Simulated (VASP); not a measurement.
ScSi2:

```
Sc Si
1.0
     3.66000    0.00000    0.00000
    -1.83000    3.16965    0.00000
     0.00000    0.00000    3.87000
Sc Si
1 2
Direct
  0.00000 0.00000 0.00000
  0.66667 0.33333 0.50000
  0.33333 0.66667 0.50000
```

* Program: VASP 6.6.1
* Task: relaxation of cell and atoms
* Functional: r2SCAN
* Potentials or basis: VASP PAW PBE potentials, release 64 (Sc_sv, Si)
* Cutoff: 600 eV
* k mesh: 8 × 8 × 7
* Occupations: fermi-dirac, width 0.05 eV
* Spin: no spin polarisation
* Hubbard terms: Sc d U = 3.0 eV

At the start: pressure 29.1 GPa; volume 14.97 Å³/atom.

**Question.** Where does the relaxation end?

**Answer.** Over 12 steps the energy falls by 302.7 meV/atom and the volume is 17.51 Å³/atom (+17.0 %); space group P6/mmm (No. 191, to 0.1 Å) before and after.

Step by step:
```
step  energy change (eV)  largest force (eV/Å)  pressure (GPa)  volume (Å³)
   1              0.0000                0.0000           29.08        44.90
   2             -0.3539                0.0000          -12.23        64.55
   3             -0.8564                0.0000           -1.86        54.20
   4             -0.8570                0.0000           -1.55        54.01
   5             -0.8570                0.0000           -1.22        53.82
   6             -0.8891                0.0000           -0.10        52.95
   7             -0.9046                0.0000            1.45        51.82
   8             -0.9049                0.0000            1.29        51.94
   9             -0.9071                0.0000           -0.63        52.84
  10             -0.9082                0.0000            0.06        52.50
  11             -0.9082                0.0000            0.05        52.51
  12             -0.9082                0.0000            0.00        52.54
```

Final structure:
```
Sc Si
1.0
     4.03656    0.00000    0.00000
    -2.01828    3.49576    0.00000
     0.00000    0.00000    3.72325
Sc Si
1 2
Direct
  0.00000 0.00000 0.00000
  0.66667 0.33333 0.50000
  0.33333 0.66667 0.50000
```

Caveat: the volume moved by over 15 % at a fixed basis, so the end points are rough; the PAW data sets were made with another functional, which shifts forces and pressure a little; an odd number of electrons without spin polarisation forces a metal; a magnetic or distorted state may lie lower; U without spin polarisation on a metal has little footing; the U is typed as a test and isn't derived for this compound.
